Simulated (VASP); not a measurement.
# MnB3Ir (Pm-3m) in VASP: single point with PBE

Aim: the single point of MnB3Ir with PBE.

Program: VASP 6.6.1. These are calculated values, not measurements. Logs are shortened: lines on timing, memory, paths and dates and some standing lists are left out, and cuts for length are marked.

### 1 The cell of the first run

The structure is cubic, space group Pm-3m (No. 221). Conventional cell: a = 4.077 Å, b = 4.077 Å, c = 4.077 Å, α = 90.00°, β = 90.00°, γ = 90.00°. Mn (site symmetry m-3m) has 12 B at 2.88 Å and 8 Ir at 3.53 Å within 3.8 Å. Within 2.7 Å of B (site symmetry 4/mmm) lie 2 Ir at 2.04 Å. Within 2.7 Å of Ir (site symmetry m-3m) lie 6 B at 2.04 Å.

The cell was built from a structure type or drawn by symmetry, and may not be a known phase.

### 2 Single point, PBE, collinear spin, ferromagnetic start

INCAR reads:

```
PREC = Accurate ; ENCUT = 520
EDIFF = 1E-6 ; ISMEAR = 0
SIGMA = 0.1 ; LREAL = F
LASPH = T ; NELM = 150
ALGO = Normal ; ISIF = 2
LWAVE = F ; LCHARG = F
ISPIN = 2 ; MAGMOM = 4.44 0 0 0 0
LORBIT = 11 ; LMAXMIX = 4
GGA = PE ; NBANDS = 28
```

KPOINTS reads:

```
regular mesh
0
Gamma
  10 10 10
```

POSCAR reads:

```
MnB3Ir
1.0
    4.0774207623      0.0000000000      0.0000000000
    0.0000000000      4.0774207623      0.0000000000
    0.0000000000      0.0000000000      4.0774207623
Mn B Ir
1 3 1
Direct
    0.0000000000      0.0000000000      0.0000000000
    0.0000000000      0.5000000000      0.5000000000
    0.5000000000      0.5000000000      0.0000000000
    0.5000000000      0.0000000000      0.5000000000
    0.5000000000      0.5000000000      0.5000000000
```

Potentials or basis: VASP PAW PBE potentials, release 64 (Mn_pv, B, Ir).

Started as:

```console
> cat potpaw_PBE.64/Mn_pv/POTCAR potpaw_PBE.64/B/POTCAR potpaw_PBE.64/Ir/POTCAR > POTCAR
> mpirun -np 1 vasp_std > vasp.out
```

OUTCAR:

```text
PREC = Accurate
   ENCUT = 520
   EDIFF = 1E-6
   ISMEAR = 0
   LREAL = F
   LASPH = T
   NELM = 150
   ISIF = 2
   ISPIN = 2
   LORBIT = 11
   GGA = PE

 ion  position               nearest neighbor table
   1  0.000  0.000  0.000-
   2  0.000  0.500  0.500-   5 2.04   5 2.04
   3  0.500  0.500  0.000-   5 2.04   5 2.04
   4  0.500  0.000  0.500-   5 2.04   5 2.04
   5  0.500  0.500  0.500-   2 2.04   3 2.04   4 2.04   3 2.04   4 2.04   2 2.04

  LATTYP: Found a simple cubic cell.
 ALAT       =     4.0774207623

  Lattice vectors:

 A1 = (   4.0774207623,   0.0000000000,   0.0000000000)
 A2 = (   0.0000000000,   4.0774207623,   0.0000000000)
 A3 = (   0.0000000000,   0.0000000000,   4.0774207623)

Analysis of symmetry for initial positions (statically):
=====================================================================
 Subroutine PRICEL returns:
 Original cell was already a primitive cell.

 Routine SETGRP: Setting up the symmetry group for a
 simple cubic supercell.

 Subroutine GETGRP returns: Found 48 space group operations
 (whereof 48 operations were pure point group operations)
 out of a pool of 48 trial point group operations.

The static configuration has the point symmetry O_h .

Analysis of symmetry for dynamics (positions and initial velocities):
=====================================================================
 Subroutine PRICEL returns:
 Original cell was already a primitive cell.

 Routine SETGRP: Setting up the symmetry group for a
 simple cubic supercell.

 Subroutine GETGRP returns: Found 48 space group operations
 (whereof 48 operations were pure point group operations)
 out of a pool of 48 trial point group operations.

The dynamic configuration has the point symmetry O_h .

Analysis of structural, dynamic, and magnetic symmetry:
=====================================================================
 Subroutine PRICEL returns:
 Original cell was already a primitive cell.

 Routine SETGRP: Setting up the symmetry group for a
 simple cubic supercell.

 Subroutine GETGRP returns: Found 48 space group operations
 (whereof 48 operations were pure point group operations)
 out of a pool of 48 trial point group operations.

The overall configuration has the point symmetry O_h .

 Subroutine INISYM returns: Found 48 space group operations
 (whereof 48 operations are pure point group operations),
 and found     1 'primitive' translations

----------------------------------------------------------------------------------------

                                     Primitive cell

  volume of cell :      67.7886

  direct lattice vectors                    reciprocal lattice vectors
     4.077420762  0.000000000  0.000000000     0.245253080  0.000000000  0.000000000
     0.000000000  4.077420762  0.000000000     0.000000000  0.245253080  0.000000000
     0.000000000  0.000000000  4.077420762     0.000000000  0.000000000  0.245253080

  length of vectors
     4.077420762  4.077420762  4.077420762     0.245253080  0.245253080  0.245253080

  position of ions in fractional coordinates (direct lattice)
     0.000000000  0.000000000  0.000000000
     0.000000000  0.500000000  0.500000000
     0.500000000  0.500000000  0.000000000
     0.500000000  0.000000000  0.500000000
     0.500000000  0.500000000  0.500000000

  ion indices of the primitive-cell ions
   primitive index   ion index
                 1           1
                 2           2
                 3           3
                 4           4
                 5           5

----------------------------------------------------------------------------------------

 KPOINTS: regular mesh

Automatic generation of k-mesh.
 Grid dimensions read from file:
 generate k-points for:   10   10   10

 Generating k-lattice:

  Cartesian coordinates                     Fractional coordinates (reciprocal lattice)
     0.024525308  0.000000000  0.000000000     0.100000000  0.000000000  0.000000000
     0.000000000  0.024525308  0.000000000     0.000000000  0.100000000  0.000000000
     0.000000000  0.000000000  0.024525308     0.000000000  0.000000000  0.100000000

  Length of vectors
     0.024525308  0.024525308  0.024525308

  Shift w.r.t. Gamma in fractional coordinates (k-lattice)
     0.000000000  0.000000000  0.000000000

 Subroutine IBZKPT returns following result:
 ===========================================

 Found     56 irreducible k-points:

 Following reciprocal coordinates:
            Coordinates               Weight
  0.000000  0.000000  0.000000      1.000000
  0.100000  0.000000  0.000000      6.000000
  0.200000  0.000000  0.000000      6.000000
  0.300000  0.000000  0.000000      6.000000
  0.400000  0.000000  0.000000      6.000000
  0.500000  0.000000  0.000000      3.000000
[... 16 lines left out ...]
  0.200000  0.100000  0.100000     24.000000
  0.300000  0.100000  0.100000     24.000000
 [... further k-points ...]
   k-points           NKPTS =     56   k-points in BZ     NKDIM =     56   number of bands    NBANDS=     28
   number of dos      NEDOS =    301   number of ions     NIONS =      5
   total plane-waves  NPLWV =  27000
   dimension x,y,z NGX =    30 NGY =   30 NGZ =   30
   dimension x,y,z NGXF=    60 NGYF=   60 NGZF=   60
   ions per type =               1   3   1
   NGX,Y,Z   is equivalent  to a cutoff of  12.23, 12.23, 12.23 a.u.
   NGXF,Y,Z  is equivalent  to a cutoff of  24.46, 24.46, 24.46 a.u.
 SYSTEM =  unknown system
   PREC   = accura    normal or accurate (medium, high low for compatibility)
   ISTART =      0    job   : 0-new  1-cont  2-samecut
   ICHARG =      2    charge: 1-file 2-atom 10-const
   ISPIN  =      2    spin polarized calculation?
   LNONCOLLINEAR =      F non collinear calculations
   LSORBIT =      F    spin-orbit coupling
   LASPH  =      T    aspherical Exc in radial PAW
   ENCUT  =  520.0 eV  38.22 Ry    6.18 a.u.   7.58  7.58  7.58*2*pi/ulx,y,z
   NELM   =    150;   NELMIN=  2; NELMDL= -5     # of ELM steps
   EDIFF  = 0.1E-05   stopping-criterion for ELM
   LREAL  =      F    real-space projection
   EDIFFG = 0.1E-04   stopping-criterion for IOM
   NSW    =      0    number of steps for IOM
   IBRION =     -1    ionic relax: 0-MD 1-quasi-New 2-CG
   NFREE  =      0    steps in history (QN), initial steepest desc. (CG)
   ISIF   =      2    stress and relaxation
   ISYM   =      2    0-nonsym 1-usesym 2-fastsym
   POTIM  = 0.5000    time-step for ionic-motion
   TEBEG  =    0.0;   TEEND  =   0.0 temperature during run
   PSTRESS=    0.0 pullay stress
   NELECT =      31.0000    total number of electrons
   NUPDOWN=      -1.0000    fix difference up-down
   EMIN   =  10.00;   EMAX   =-10.00  energy-range for DOS
   EFERMI =   0.00;   METHOD = LEGACY
   ISMEAR =     0;   SIGMA  =   0.10  broadening in eV -4-tet -1-fermi 0-gaus
   EFERMI_NEDOS =   21; number of points for ismear=-14 and -15
   IALGO  =     38    algorithm
   IMIX   =      4    mixing-type and parameters
     AMIX     =   0.40;   BMIX     =  1.00
     AMIX_MAG =   1.60;   BMIX_MAG =  1.00
  volume/ion in A,a.u.               =      13.56        91.49
  Fermi-wavevector in a.u.,A,eV,Ry     =   1.261275  2.383465 21.644355  1.590815
  Thomas-Fermi vector in A             =   2.394743
   LORBIT       =     11    0 simple, 1 ext, 2 COOP (PROOUT), +10 PAW based schemes
   GGA     = PE    functional components
   LHFCALC =     F    Hartree Fock is set to
   AEXX    =    0.0000 exact exchange contribution
   IVDW    =     0    specifies the selected vdW correction
   LEPSILON=     F    determine dielectric tensor
   LRPA    =     F    only Hartree local field effects (RPA)
 spin polarized calculation
 Gauss-broadening in eV      SIGMA  =   0.10
  energy-cutoff  :      520.00
  volume of cell :       67.79
 maximum number of plane-waves:      1856
   NGX = 15   NGY = 15   NGZ = 15

 number of electron      31.0000013 magnetization       4.4217678

 Free energy of the ion-electron system (eV)
  ---------------------------------------------------
  ext. energy  EPLUGINS =         0.00000000
  ---------------------------------------------------
  free energy    TOTEN  =       -32.75010276 eV

  energy without entropy =      -32.73526415  energy(sigma->0) =      -32.74268345

 E-fermi :   6.0873     XC(G=0): -10.9653

 val. band max:        6.0844568939   @ k =   0.3000   0.3000   0.2000
 cond. band min:       6.0978686860   @ k =   0.4000   0.2000   0.0000
 fundamental gap:      0.0134117922
 Fermi energy:         6.0872599682

 spin component 1

 k-point     1 :       0.0000    0.0000    0.0000
  band No.  band energies     occupation
      1     -44.4124      1.00000
      2     -44.4124      1.00000
      3     -44.4124      1.00000
      4      -5.8080      1.00000
      5      -2.4799      1.00000
      6      -2.4799      1.00000
[... 19 lines left out ...]
     26       9.0483      0.00000
     27      15.8771      0.00000
[... 667 lines left out ...]
      5      -2.3303      1.00000
      6      -2.3130      1.00000
[... 19 lines left out ...]
     26      11.7128      0.00000
     27      13.5603      0.00000

 [... further k-points ...]

 spin component 2

 k-point     1 :       0.0000    0.0000    0.0000
  band No.  band energies     occupation
      1     -40.2253      1.00000
      2     -40.2253      1.00000
      3     -40.2253      1.00000
      4      -5.7288      1.00000
      5      -2.4136      1.00000
      6      -2.4136      1.00000
[... 19 lines left out ...]
     26       9.5822      0.00000
     27      16.0406      0.00000
[... 667 lines left out ...]
      5      -2.2556      1.00000
      6      -2.2552      1.00000
[... 19 lines left out ...]
     26      12.2650      0.00000
     27      14.5487      0.00000

 [... further k-points ...]

 [bands above 27 left out]

------------------------ aborting loop because EDIFF is reached ----------------------------------------

  FORCE on cell =-STRESS in cart. coord.  units (eV):
  Direction    XX          YY          ZZ          XY          YZ          ZX
  --------------------------------------------------------------------------------------
  -------------------------------------------------------------------------------------
  Total        0.1223735      0.1223735      0.1223735      0.0000000     -0.0000000      0.0000000
  in kB        2.8922862      2.8922862      2.8922862      0.0000000     -0.0000000      0.0000000
  external PRESSURE =       2.8922862 kB  Pullay stress =       0.0000000 kB

 VOLUME and BASIS-vectors are now :
 -----------------------------------------------------------------------------
  energy-cutoff  :      520.00
  volume of cell :       67.79
      direct lattice vectors                 reciprocal lattice vectors
     4.077420762  0.000000000  0.000000000     0.245253080  0.000000000  0.000000000
     0.000000000  4.077420762  0.000000000     0.000000000  0.245253080  0.000000000
     0.000000000  0.000000000  4.077420762     0.000000000  0.000000000  0.245253080

 POSITION                                       TOTAL-FORCE (eV/Angst)
 -----------------------------------------------------------------------------------
      0.00000      0.00000      0.00000         0.000000      0.000000      0.000000
      0.00000      2.03871      2.03871         0.000000      0.000000      0.000000
      2.03871      2.03871      0.00000         0.000000      0.000000      0.000000
      2.03871      0.00000      2.03871         0.000000      0.000000      0.000000
      2.03871      2.03871      2.03871         0.000000      0.000000      0.000000
 -----------------------------------------------------------------------------------
    total drift:                                0.000000      0.000000     -0.000000

  FREE ENERGIE OF THE ION-ELECTRON SYSTEM (eV)
  ---------------------------------------------------
  free  energy   TOTEN  =       -32.7501027551 eV

  energy  without entropy=      -32.7352641459  energy(sigma->0) =      -32.74268345

 total charge

# of ion       s       p       d       tot
------------------------------------------
    1        0.243   6.060   5.001  11.304
    2        0.761   0.888   0.000   1.649
    3        0.761   0.888   0.000   1.649
    4        0.761   0.888   0.000   1.649
    5        0.851   1.224   7.206   9.282
--------------------------------------------------
tot          3.377   9.948  12.207  25.533

 magnetization (x)

# of ion       s       p       d       tot
------------------------------------------
    1        0.123   0.009   3.881   4.013
    2        0.020  -0.015   0.000   0.005
    3        0.020  -0.015   0.000   0.005
    4        0.020  -0.015   0.000   0.005
    5        0.016   0.057   0.134   0.207
--------------------------------------------------
tot          0.199   0.022   4.015   4.236
```

Run time: 4.9 min. Hardware: 1 thread of Intel Xeon 8259CL, shared host; peak memory 0.31 GiB.

Results:

- Free energy: -32.7501 eV
- Pressure: 0.3 GPa
- Net moment: 4.42 μB per cell
- Site moments: Mn +4.01; B +0.01; Ir +0.21 μB
- Valence electrons inside the program's atomic spheres: Mn 11.30; B 1.65; Ir 9.28

Levels at points of the mesh, in eV from the Fermi level:
Spin up:
```csv
k point,band 14,band 15,band 16,band 17,band 18,band 19,band 20,band 21,band 22,band 23
"(0.00, 0.00, 0.00)",-2.98,-2.78,-2.78,-2.78,0.77,1.32,1.32,1.32,2.45,2.45
"(0.50, 0.00, 0.00)",-3.01,-2.67,-1.13,-1.13,-0.42,1.03,2.36,2.36,2.59,2.59
"(0.50, 0.50, 0.00)",-2.68,-2.68,-2.67,-0.81,-0.48,0.12,0.12,3.38,3.38,4.13
"(0.50, 0.50, 0.50)",-2.62,-2.30,-2.30,-2.30,-0.50,0.52,0.52,0.52,4.01,4.01
```
Spin down:
```
           k point  band 11  band 12  band 13  band 14  band 15  band 16
(0.00, 0.00, 0.00)    -3.40    -3.40    -0.25    -0.25     1.03     1.03
(0.50, 0.00, 0.00)    -2.70    -2.70    -1.74    -0.35     0.90     1.01
(0.50, 0.50, 0.00)    -5.21    -0.71    -0.44     0.12     0.12     0.64
(0.50, 0.50, 0.50)    -6.64    -6.64     0.71     0.71     0.71     0.83
```

Caveat: spin-orbit coupling is left out, which moves the levels of the heavy elements; a cell with one magnetic atom can't hold antiferromagnetic order, which such compounds often take.
